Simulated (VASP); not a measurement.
# Os (P6_3/mmc) in VASP: notebook

Os is run at these levels: PBE0, PBEsol+D3(BJ); tasks: single point.

Program: VASP 6.6.1. These are calculated values, not measurements. Logs are shortened: lines on timing, memory, paths and dates and some standing lists are left out, and cuts for length are marked.

### 1 The cell of the first run

The structure is hexagonal, space group P6_3/mmc (No. 194). The conventional cell has a = 2.734 Å, b = 2.734 Å, c = 4.320 Å, α = 90.00°, β = 90.00°, γ = 120.00°. Os (site symmetry -6m2) has 12 Os at 2.68 to 2.73 Å within 3.5 Å.

### 2 Single point, PBE0

Contents of POSCAR:

```
Os
1.0
    2.7341000000      0.0000000000      0.0000000000
   -1.3670500000      2.3678000565      0.0000000000
    0.0000000000      0.0000000000      4.3197000000
Os
2
Direct
    0.6666666667      0.3333333333      0.7500000000
    0.3333333333      0.6666666667      0.2500000000
```

Contents of INCAR.step1:

```
SYSTEM = Os
PREC = Accurate
ENCUT = 520
EDIFF = 1E-5
ISMEAR = -1
SIGMA = 0.05
LREAL = .FALSE.
LASPH = .TRUE.
NELM = 100
ALGO = Normal
ISIF = 2
LWAVE = .TRUE.
NBANDS = 15
GGA = PE
```

Contents of INCAR.step2:

```
SYSTEM = Os
PREC = Accurate
ENCUT = 520
EDIFF = 1E-6
ISMEAR = -1
SIGMA = 0.05
LREAL = .FALSE.
LASPH = .TRUE.
NELM = 100
ALGO = Normal
ISIF = 2
LWAVE = .FALSE.
LCHARG = .TRUE.
GGA = PE
LHFCALC = .TRUE.
AEXX = 0.25
PRECFOCK = Normal
LELF = .TRUE.
LVHAR = .TRUE.
NBANDS = 15
ISTART = 1
```

Contents of KPOINTS:

```
Automatic mesh
0
G
  6 6 4
  0 0 0
```

Potentials or basis: VASP PAW PBE potentials, release 64 (Os).

The run is started by

```sh
cat potpaw_PBE.64/Os/POTCAR > POTCAR
cp INCAR.step1 INCAR
mpirun -np 1 vasp_std > vasp.out
cp INCAR.step2 INCAR
mpirun -np 1 vasp_std > vasp.out
```

OUTCAR:

```text
SYSTEM = Os
   PREC = Accurate
   ENCUT = 520
   EDIFF = 1E-6
   ISMEAR = -1
   LREAL = .FALSE.
   LASPH = .TRUE.
   NELM = 100
   ISIF = 2
   GGA = PE
   LHFCALC = .TRUE.
   AEXX = 0.25
   PRECFOCK = Normal
   ISTART = 1

 ion  position               nearest neighbor table
   1  0.667  0.333  0.750-   2 2.68   2 2.68   2 2.68   2 2.68   2 2.68   2 2.68
   2  0.333  0.667  0.250-   1 2.68   1 2.68   1 2.68   1 2.68   1 2.68   1 2.68

  LATTYP: Found a hexagonal cell.
 ALAT       =     2.7341000000
 C/A-ratio  =     1.5799348963

  Lattice vectors:

 A1 = (   2.7341000000,   0.0000000000,   0.0000000000)
 A2 = (  -1.3670500000,   2.3678000565,   0.0000000000)
 A3 = (   0.0000000000,   0.0000000000,   4.3197000000)

Analysis of symmetry for initial positions (statically):
=====================================================================
 Subroutine PRICEL returns:
 Original cell was already a primitive cell.

 Routine SETGRP: Setting up the symmetry group for a
 hexagonal supercell.

 Subroutine GETGRP returns: Found 24 space group operations
 (whereof 12 operations were pure point group operations)
 out of a pool of 24 trial point group operations.

The static configuration has the point symmetry D_3d.
 The point group associated with its full space group is D_6h.

Analysis of symmetry for dynamics (positions and initial velocities):
=====================================================================
 Subroutine PRICEL returns:
 Original cell was already a primitive cell.

 Routine SETGRP: Setting up the symmetry group for a
 hexagonal supercell.

 Subroutine GETGRP returns: Found 24 space group operations
 (whereof 12 operations were pure point group operations)
 out of a pool of 24 trial point group operations.

The dynamic configuration has the point symmetry D_3d.
 The point group associated with its full space group is D_6h.

 Subroutine INISYM returns: Found 24 space group operations
 (whereof 12 operations are pure point group operations),
 and found     1 'primitive' translations

----------------------------------------------------------------------------------------

                                     Primitive cell

  volume of cell :      27.9649

  direct lattice vectors                    reciprocal lattice vectors
     2.734100000  0.000000000  0.000000000     0.365751070  0.211166479  0.000000000
    -1.367050000  2.367800057  0.000000000     0.000000000  0.422332957  0.000000000
     0.000000000  0.000000000  4.319700000     0.000000000  0.000000000  0.231497558

  length of vectors
     2.734100000  2.734100000  4.319700000     0.422332957  0.422332957  0.231497558

  position of ions in fractional coordinates (direct lattice)
     0.666666667  0.333333333  0.750000000
     0.333333333  0.666666667  0.250000000

  ion indices of the primitive-cell ions
   primitive index   ion index
                 1           1
                 2           2

----------------------------------------------------------------------------------------

 KPOINTS: Automatic mesh

Automatic generation of k-mesh.
 Grid dimensions read from file:
 generate k-points for:    6    6    4

 Generating k-lattice:

  Cartesian coordinates                     Fractional coordinates (reciprocal lattice)
     0.060958512  0.035194413  0.000000000     0.166666667 -0.000000000  0.000000000
     0.000000000  0.070388826  0.000000000     0.000000000  0.166666667  0.000000000
     0.000000000  0.000000000  0.057874389     0.000000000  0.000000000  0.250000000

  Length of vectors
     0.070388826  0.070388826  0.057874389

  Shift w.r.t. Gamma in fractional coordinates (k-lattice)
     0.000000000  0.000000000  0.000000000

 Subroutine IBZKPT returns following result:
 ===========================================

 Found     21 irreducible k-points:

 Following reciprocal coordinates:
            Coordinates               Weight
  0.000000  0.000000  0.000000      1.000000
  0.166667  0.000000  0.000000      6.000000
  0.333333  0.000000  0.000000      6.000000
  0.500000  0.000000  0.000000      3.000000
  0.166667  0.166667  0.000000      6.000000
  0.333333  0.166667  0.000000     12.000000
[... 13 lines left out ...]
  0.333333  0.166667  0.500000     12.000000
  0.333333  0.333333  0.500000      2.000000
   k-points           NKPTS =     21   k-points in BZ     NKDIM =    144   number of bands    NBANDS=     15
   number of dos      NEDOS =    301   number of ions     NIONS =      2
   total plane-waves  NPLWV =  12800
   dimension x,y,z NGX =    20 NGY =   20 NGZ =   32
   dimension x,y,z NGXF=    40 NGYF=   40 NGZF=   64
   ions per type =               2
   NGX,Y,Z   is equivalent  to a cutoff of  12.16, 12.16, 12.32 a.u.
   NGXF,Y,Z  is equivalent  to a cutoff of  24.32, 24.32, 24.63 a.u.
 SYSTEM =  Os
   PREC   = accura    normal or accurate (medium, high low for compatibility)
   ISTART =      1    job   : 0-new  1-cont  2-samecut
   ICHARG =      0    charge: 1-file 2-atom 10-const
   ISPIN  =      1    spin polarized calculation?
   LNONCOLLINEAR =      F non collinear calculations
   LSORBIT =      F    spin-orbit coupling
   LASPH  =      T    aspherical Exc in radial PAW
   ENCUT  =  520.0 eV  38.22 Ry    6.18 a.u.   5.08  5.08  8.03*2*pi/ulx,y,z
   NELM   =    100;   NELMIN=  2; NELMDL=  0     # of ELM steps
   EDIFF  = 0.1E-05   stopping-criterion for ELM
   LREAL  =      F    real-space projection
   EDIFFG = 0.1E-04   stopping-criterion for IOM
   NSW    =      0    number of steps for IOM
   IBRION =     -1    ionic relax: 0-MD 1-quasi-New 2-CG
   NFREE  =      0    steps in history (QN), initial steepest desc. (CG)
   ISIF   =      2    stress and relaxation
   ISYM   =      3    0-nonsym 1-usesym 2-fastsym
   POTIM  = 0.5000    time-step for ionic-motion
   TEBEG  =    0.0;   TEEND  =   0.0 temperature during run
   PSTRESS=    0.0 pullay stress
   NELECT =      16.0000    total number of electrons
   NUPDOWN=      -1.0000    fix difference up-down
   EMIN   =  10.00;   EMAX   =-10.00  energy-range for DOS
   EFERMI =   0.00;   METHOD = LEGACY
   ISMEAR =    -1;   SIGMA  =   0.05  broadening in eV -4-tet -1-fermi 0-gaus
   EFERMI_NEDOS =   21; number of points for ismear=-14 and -15
   IALGO  =     38    algorithm
   IMIX   =      1    mixing-type and parameters
     AMIX     =   0.40;   BMIX     =  1.00
     AMIX_MAG =   1.60;   BMIX_MAG =  1.00
  volume/ion in A,a.u.               =      13.98        94.36
  Fermi-wavevector in a.u.,A,eV,Ry     =   1.359076  2.568282 25.131161  1.847088
  Thomas-Fermi vector in A             =   2.485855
   LORBIT       =      0    0 simple, 1 ext, 2 COOP (PROOUT), +10 PAW based schemes
   GGA     = PE    functional components
   LHFCALC =     T    Hartree Fock is set to
   PRECFOCK=normal    Normal, Fast or Accurate (Low or Medium for compatibility)
   ENCUT4O =  -1.0   cutoff for four orbital integrals eV
   NKREDX  =     1    reduce k-point grid by
   NKREDY  =     1    reduce k-point grid by
   NKREDZ  =     1    reduce k-point grid by
   AEXX    =    0.2500 exact exchange contribution
   HFSCREEN=    0.0000 screening length (either q_TF or 0.3 A-1)
   HFSCREENC=   0.0000 screening length for correlation (either q_TF or 0.3 A-1)
   ENCUTFOCK=  -1.0 apply spherical cutoff to Coloumb kernel
   IVDW    =     0    specifies the selected vdW correction
   LEPSILON=     F    determine dielectric tensor
   LRPA    =     F    only Hartree local field effects (RPA)
 non-spin polarized calculation
  energy-cutoff  :      520.00
  volume of cell :       27.96
 maximum number of plane-waves:       768
  NGX = 16; NGY = 16; NGZ = 28

 number of electron      15.9999999 magnetization

 Free energy of the ion-electron system (eV)
  ---------------------------------------------------
  ext. energy  EPLUGINS =         0.00000000
  ---------------------------------------------------
  free energy    TOTEN  =       -27.94220229 eV

  energy without entropy =      -27.94033319  energy(sigma->0) =      -27.94126774

 E-fermi :   9.5971     XC(G=0): -11.0166

 val. band max:        9.5383366384   @ k =   0.3333   0.3333   0.2500
 cond. band min:       9.9702483538   @ k =   0.3333   0.1667   0.2500
 fundamental gap:      0.4319117154
 Fermi energy:         9.5971483451

 k-point     1 :       0.0000    0.0000    0.0000
  band No.  band energies     occupation
      1      -3.4302      2.00000
      2      -0.0133      2.00000
      3       5.1678      2.00000
      4       5.1678      2.00000
      5       5.4973      2.00000
      6       6.1137      2.00000
      7       6.1137      2.00000
      8       6.7926      2.00000
      9       6.7926      2.00000
     10       8.6012      2.00000
     11      11.5528      0.00000
     12      11.5528      0.00000
     13      19.7364      0.00000
     14      24.6596      0.00000
     15      27.4872      0.00000

 k-point     2 :       0.1667    0.0000    0.0000
  band No.  band energies     occupation
      1      -2.2518      2.00000
      2       0.9336      2.00000
      3       3.9385      2.00000
      4       4.9747      2.00000
      5       5.4823      2.00000
      6       6.0755      2.00000
      7       6.3350      2.00000
      8       6.8628      2.00000
      9       6.8810      2.00000
     10       7.2481      2.00000
     11      12.0011      0.00000
     12      15.4311      0.00000
     13      19.5581      0.00000
     14      26.4909      0.00000
     15      28.3266      0.00000
[... 311 lines left out ...]
      3       3.2403      2.00000
      4       3.2403      2.00000
      5       5.4556      2.00000
      6       5.4556      2.00000
      7       7.4139      2.00000
      8       7.4139      2.00000
      9      12.1302      0.00000
     10      12.1302      0.00000
     11      14.7474      0.00000
     12      14.7474      0.00000
     13      21.2334      0.00000
     14      21.2334      0.00000
     15      25.6721      0.00000

 k-point    21 :       0.3333    0.3333    0.5000
  band No.  band energies     occupation
      1       2.0866      2.00000
      2       2.0866      2.00000
      3       3.1195      2.00000
      4       3.1195      2.00000
      5       4.8062      2.00000
      6       4.8062      2.00000
      7       7.2028      2.00000
      8       7.2028      2.00000
      9      11.5438      0.00000
     10      11.5438      0.00000
     11      18.7620      0.00000
     12      18.7620      0.00000
     13      20.1264      0.00000
     14      20.1264      0.00000
     15      21.9734      0.00000

------------------------ aborting loop because EDIFF is reached ----------------------------------------

  FORCE on cell =-STRESS in cart. coord.  units (eV):
  Direction    XX          YY          ZZ          XY          YZ          ZX
  --------------------------------------------------------------------------------------
  -------------------------------------------------------------------------------------
  Total       -0.0435553     -0.0435553     -2.0455550      0.0000000     -0.0000000     -0.0000000
  in kB       -2.4953926     -2.4953926   -117.1949074      0.0000000     -0.0000000     -0.0000000
  external PRESSURE =     -40.7285642 kB  Pullay stress =       0.0000000 kB

 VOLUME and BASIS-vectors are now :
 -----------------------------------------------------------------------------
  energy-cutoff  :      520.00
  volume of cell :       27.96
      direct lattice vectors                 reciprocal lattice vectors
     2.734100000  0.000000000  0.000000000     0.365751070  0.211166479  0.000000000
    -1.367050000  2.367800057  0.000000000     0.000000000  0.422332957  0.000000000
     0.000000000  0.000000000  4.319700000     0.000000000  0.000000000  0.231497558

 POSITION                                       TOTAL-FORCE (eV/Angst)
 -----------------------------------------------------------------------------------
      1.36705      0.78927      3.23977         0.000000     -0.000000      0.000000
     -0.00000      1.57853      1.07993        -0.000000      0.000000      0.000000
 -----------------------------------------------------------------------------------
    total drift:                               -0.000000      0.000000     -0.000000

  FREE ENERGIE OF THE ION-ELECTRON SYSTEM (eV)
  ---------------------------------------------------
  free  energy   TOTEN  =       -27.9422022877 eV

  energy  without entropy=      -27.9403331948  energy(sigma->0) =      -27.94126774
```

Run time: 48 min. Hardware: 1 thread of Intel Xeon 8259CL, shared host; peak memory 0.16 GiB.

What came out:

```yaml
Free_energy: -27.9422 eV
Pressure: -4.1 GPa
Band_gap_on_the_k_mesh: zero (bands 8 and 9 overlap by 5.18 eV)
```

Caveat: the k points lie up to 0.44 Å⁻¹ apart, too coarse for converged energies and pressures of a metal; the PAW data sets were made with another functional, which shifts forces and pressure a little; spin-orbit coupling is left out, which moves the levels of the heavy elements.

### 3 Single point, PBEsol+D3(BJ)

This run uses another cell than the first one, of 13.65 Å³/atom.

Contents of INCAR:

```
ALGO = Normal
EDIFF = 1E-7
ENCUT = 520
GGA = PS
ISIF = 2
ISMEAR = -1
IVDW = 12
LASPH = T
LCHARG = T
LELF = T
LREAL = F
LVHAR = T
LWAVE = F
NBANDS = 15
NELM = 100
PREC = Accurate
SIGMA = 0.05
```

Contents of KPOINTS:

```
k-points
0
Gamma
  11 11 6
```

Contents of POSCAR:

```
Os
1.0
    2.7109579731      0.0000000000      0.0000000000
   -1.3554789866      2.3477584733      0.0000000000
    0.0000000000      0.0000000000      4.2882186206
Os
2
Direct
    0.6666666667      0.3333333333      0.7500000000
    0.3333333333      0.6666666667      0.2500000000
```

Potentials or basis: VASP PAW PBE potentials, release 64 (Os).

The run is started by

```sh
cat potpaw_PBE.64/Os/POTCAR > POTCAR
mpirun -np 1 vasp_std > vasp.out
```

It took 35 s on 1 thread of Intel Xeon 8259CL, shared host; peak memory 0.16 GiB.

Results (log left out):

```yaml
Free_energy: -25.8300 eV
Pressure: 0.8 GPa
Band_gap_on_the_k_mesh: zero (bands 8 and 9 overlap by 4.05 eV)
Dispersion_energy_per_atom: -0.684 eV
```

Levels at points of the mesh, in eV from the Fermi level:
```tsv
k point	band 6	band 7	band 8	band 9	band 10	band 11
(0.00, 0.00, 0.00)	-2.25	-2.25	-1.56	-1.56	0.03	1.81
(0.00, 0.00, 0.50)	-3.33	-3.33	-3.33	0.99	0.99	0.99
```

Caveat: the PAW data sets were made with another functional, which shifts forces and pressure a little; spin-orbit coupling is left out, which moves the levels of the heavy elements.

The gap in the log of VASP goes by the Fermi energy; the results here count the filled bands.